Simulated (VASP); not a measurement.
# Te (Fd-3m) in VASP: further runs, part 2 of 2

VASP 6.6.1.

## Step 3: Single point, LDA

Contents of INCAR:

```
SYSTEM = Te
  PREC = Accurate
  ENCUT = 520
  EDIFF = 1E-7
  ISMEAR = -1
  SIGMA = 0.05
  LREAL = .False.
  LASPH = .True.
  NELM = 80
  ALGO = Normal
  ISIF = 2
  LWAVE = .False.
  LCHARG = .True.
  LELF = .True.
  LVHAR = .True.
  NBANDS = 13
```

Contents of KPOINTS:

```
regular mesh
0
Gamma
  14 14 14
  0 0 0
```

Contents of POSCAR:

```
Te
1.0
    0.0000000000      2.3808979587      2.3808979587
    2.3808979587      0.0000000000      2.3808979587
    2.3808979587      2.3808979587      0.0000000000
Te
2
Direct
   -0.1250000000     -0.1250000000     -0.1250000000
    0.1250000000      0.1250000000      0.1250000000
```

Potentials or basis: VASP PAW LDA potentials, release 64 (Te).

Command:

```console
$ cat potpaw_LDA.64/Te/POTCAR > POTCAR
$ mpirun -np 1 vasp_std > vasp.out
```

Wall time 37 s (1 thread of Intel Xeon 6975P-C (Granite Rapids), shared host); peak memory 0.16 GiB.

The run converged. Its results:

```
Free energy            : 23.0055 eV
Pressure               : 454.0 GPa
Band gap on the k mesh : zero (band 6 reaches 25.56 eV, above the bottom of band 7 at 20.37 eV)
```

Levels at points of the mesh, in eV from the Fermi level:
```
           k point  band 2  band 3  band 4  band 5  band 6  band 7  band 8  band 9  band 10  band 11
(0.00, 0.00, 0.00)   -5.61   -5.61   -5.61   -2.94   -2.94   -2.94    0.06    1.48     4.92     4.92
(0.50, 0.00, 0.00)  -17.94   -8.68   -8.68   -2.85   -1.19   -1.19    0.82    6.66     6.66     9.20
(0.50, 0.50, 0.00)  -18.92  -11.93  -11.93   -5.03   -5.03    8.43    8.43    8.79     8.79     9.46
```

Caveat: spin-orbit coupling is left out, which moves the levels of the heavy elements.

## Step 4: Relaxation of cell and atoms, LDA, target pressure 450 GPa, at which the enthalpy is minimised

This run uses another cell than the first one, of 11.38 Å³/atom, 0.843 times its volume.

Contents of INCAR:

```
  ALGO = Normal
  EDIFF = 1E-6
  EDIFFG = -0.005
  ENCUT = 600
  GGA = CA
  IBRION = 2
  ISIF = 3
  ISMEAR = -1
  LASPH = True
  LCHARG = False
  LREAL = False
  LWAVE = False
  NELM = 100
  NSW = 60
  PREC = Accurate
  PSTRESS = 4500.0
  SIGMA = 0.05
```

Contents of KPOINTS:

```
k-points
0
Gamma
  14 14 14
```

Contents of POSCAR:

```
Te
1.0
    0.0000000000      2.2495811352      2.2495811352
    2.2495811352      0.0000000000      2.2495811352
    2.2495811352      2.2495811352      0.0000000000
Te
2
Direct
   -0.1250000000     -0.1250000000     -0.1250000000
    0.1250000000      0.1250000000      0.1250000000
```

Command:

```console
$ cat potpaw_LDA.64/Te/POTCAR > POTCAR
$ mpirun -np 1 vasp_std > vasp.out
```

Run time: 3.3 min. Hardware: 1 thread of AMD EPYC 7R43 (Zen 3), shared host; peak memory 0.13 GiB.

The run converged. Its results:

```yaml
Free_energy: 22.7882 eV
Relaxed_volume: 13.54 Å³/atom
Relaxed_cell: a = 3.370 Å, b = 3.370 Å, c = 3.370 Å, α = 60.00°, β = 60.00°, γ = 60.00°
Space_group_after_relaxing_to_0.05_Å: Fd-3m (No. 227)
Energy_change_on_relaxing_the_enthalpy_is_what_falls: -7861.4 meV/atom
Ionic_steps: 5
Pressure_after_relaxing: 450.0 GPa
Band_gap_on_the_k_mesh: zero (band 6 reaches 25.48 eV, above the bottom of band 7 at 20.29 eV)
```

The path:
```
step  energy change (eV)  largest force (eV/Å)  pressure (GPa)  volume (Å³)
   1              0.0000                0.0000          752.56        22.77
   2            -42.0766                0.0000           -4.02       192.49
   3            -19.0643                0.0000          390.38        28.35
   4            -16.0381                0.0000          444.31        27.18
   5            -15.7228                0.0000          450.04        27.07
```

Final structure:
```xyz
2
Lattice="0.0000 2.3832 2.3832 2.3832 0.0000 2.3832 2.3832 2.3832 0.0000" Properties=species:S:1:pos:R:3 pbc="T T T"
Te    4.1705    4.1705    4.1705
Te    0.5958    0.5958    0.5958
```

Levels at points of the mesh, in eV from the Fermi level:
```csv
k point,band 3,band 4,band 5,band 6,band 7,band 8,band 9,band 10
"(0.00, 0.00, 0.00)",-5.61,-5.61,-2.93,-2.93,-2.93,0.04,1.49,4.94
"(0.50, 0.00, 0.00)",-8.66,-8.66,-2.86,-1.18,-1.18,0.85,6.67,6.67
"(0.50, 0.50, 0.00)",-11.90,-11.90,-5.01,-5.01,8.41,8.41,8.79,8.79
```

Caveat: the cell is relaxed towards a set pressure, so the enthalpy falls and the energy may rise; the volume moved by over 15 % at a fixed basis, so the end points are rough; spin-orbit coupling is left out, which moves the levels of the heavy elements.

## Step 5: Relaxation of cell and atoms, LDA, target pressure 450 GPa, at which the enthalpy is minimised

Contents of INCAR:

```
SYSTEM = Te
PREC     = Accurate       ! precision mode
ENCUT    = 600            ! plane-wave cutoff, eV
EDIFF    = 1E-6           ! SCF threshold, eV
ISMEAR   = -1             ! smearing method
SIGMA    = 0.05           ! smearing width, eV
LREAL    = .False.        ! projectors in reciprocal space
LASPH    = .True.         ! aspherical terms in the spheres
NELM     = 100            ! most SCF steps
ALGO     = Normal         ! electronic algorithm
ISIF     = 3              ! what is computed and relaxed
LWAVE    = .False.        ! write WAVECAR
LCHARG   = .False.        ! write CHGCAR
GGA      = CA             ! functional
IBRION   = 2              ! ionic algorithm
NSW      = 32             ! ionic steps
EDIFFG   = -0.005         ! ionic threshold
PSTRESS  = 4500.0
```

Contents of KPOINTS:

```
Automatic mesh
0
Gamma
  14 14 14
  0 0 0
```

Contents of POSCAR:

```
Te
1.0
    0.0000000000      2.3808979587      2.3808979587
    2.3808979587      0.0000000000      2.3808979587
    2.3808979587      2.3808979587      0.0000000000
Te
2
Direct
   -0.1250000000     -0.1250000000     -0.1250000000
    0.1250000000      0.1250000000      0.1250000000
```

Command:

```console
$ cat potpaw_LDA.64/Te/POTCAR > POTCAR
$ mpirun -np 1 vasp_std > vasp.out
```

Run time: 2.9 min. Hardware: 1 thread of AMD EPYC 7R43 (Zen 3), shared host; peak memory 0.14 GiB.

The run converged. Its results:

* Free energy: 22.7865 eV
* Relaxed volume: 13.54 Å³/atom
* Relaxed cell: a = 3.370 Å, b = 3.370 Å, c = 3.370 Å, α = 60.00°, β = 60.00°, γ = 60.00°
* Space group after relaxing (to 0.05 Å): Fd-3m (No. 227)
* Energy change on relaxing (the enthalpy is what falls): -109.0 meV/atom
* Ionic steps: 4
* Pressure after relaxing: 450.0 GPa
* Band gap on the k mesh: zero (band 6 reaches 25.48 eV, above the bottom of band 7 at 20.30 eV)

Step by step:
```
step  energy change (eV)  largest force (eV/Å)  pressure (GPa)  volume (Å³)
   1              0.0000                0.0000          453.95        26.99
   2             -3.4753                0.0000          391.83        28.31
   3             -0.2234                0.0000          449.90        27.07
   4             -0.2179                0.0000          449.99        27.07
```

Final structure:
```xyz
2
Lattice="0.0000 2.3832 2.3832 2.3832 0.0000 2.3832 2.3832 2.3832 0.0000" Properties=species:S:1:pos:R:3 pbc="T T T"
Te    4.1705    4.1705    4.1705
Te    0.5958    0.5958    0.5958
```

Levels at points of the mesh, in eV from the Fermi level:
```csv
k point,band 4,band 5,band 6,band 7,band 8,band 9
"(0.00, 0.00, 0.00)",-5.61,-2.93,-2.93,-2.93,0.04,1.49
"(0.50, 0.00, 0.00)",-8.66,-2.86,-1.18,-1.18,0.85,6.67
"(0.50, 0.50, 0.00)",-11.90,-5.02,-5.02,8.41,8.41,8.79
```

Caveat: the cell is relaxed towards a set pressure, so the enthalpy falls and the energy may rise; spin-orbit coupling is left out, which moves the levels of the heavy elements.

## Step 6: Summary

```csv
task,cell,cutoff (eV),gap on the mesh (eV),pressure (GPa)
single point,"a = 3.367 Å, angles 60.0°, 2 atoms",520,none,454.0
relaxation of cell and atoms,"relaxed to 450 GPa from a = 3.181 Å, angles 60.0°, 2 atoms",600,none,450.0
relaxation of cell and atoms,"relaxed to 450 GPa from a = 3.367 Å, angles 60.0°, 2 atoms",600,none,450.0
```

Alike in all rows: level LDA; potentials or basis VASP PAW LDA potentials, release 64 (Te); no spin polarisation; k mesh 14 × 14 × 14; smearing fermi-dirac 0.05 eV.

Caveats: spin-orbit coupling is left out, which moves the levels of the heavy elements; the cell is relaxed towards a set pressure, so the enthalpy falls and the energy may rise (some runs); the volume moved by over 15 % at a fixed basis, so the end points are rough (some runs).

Absolute energies hang on the potentials; compare differences alone.
